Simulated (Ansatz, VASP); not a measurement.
InP: VASP beside Ansatz

```
In P
1.0
     0.00000    2.81641    2.81641
     2.81641    0.00000    2.81641
     2.81641    2.81641    0.00000
In P
1 1
Cartesian
  0.0000 0.0000 0.0000
  2.8164 2.8164 2.8164
```

Change from the starting cell: volume scaled by 0.96, crystal datasets.

Alike in both runs: task electric field gradients; functional LDA; k mesh 11 × 11 × 11; occupations fermi-dirac, width 0.05 eV; no spin polarisation.

|  | VASP | Ansatz |
| --- | --- | --- |
| version | VASP 6.6.1 | Ansatz 0.2.0 |
| potentials or method | VASP PAW LDA potentials, release 64 (In_d, P), cutoff 520 eV | all-electron PAW with datasets made for the crystal, scalar-relativistic |

```tsv
	VASP	Ansatz	Ansatz less VASP
pressure (GPa)	-7.9	-7.9	0.00
```

LDA's correlation is that of Perdew and Zunger in VASP and of Perdew and Wang (1992) in Ansatz. Ansatz ran all-electron here, and VASP with PAW potentials.
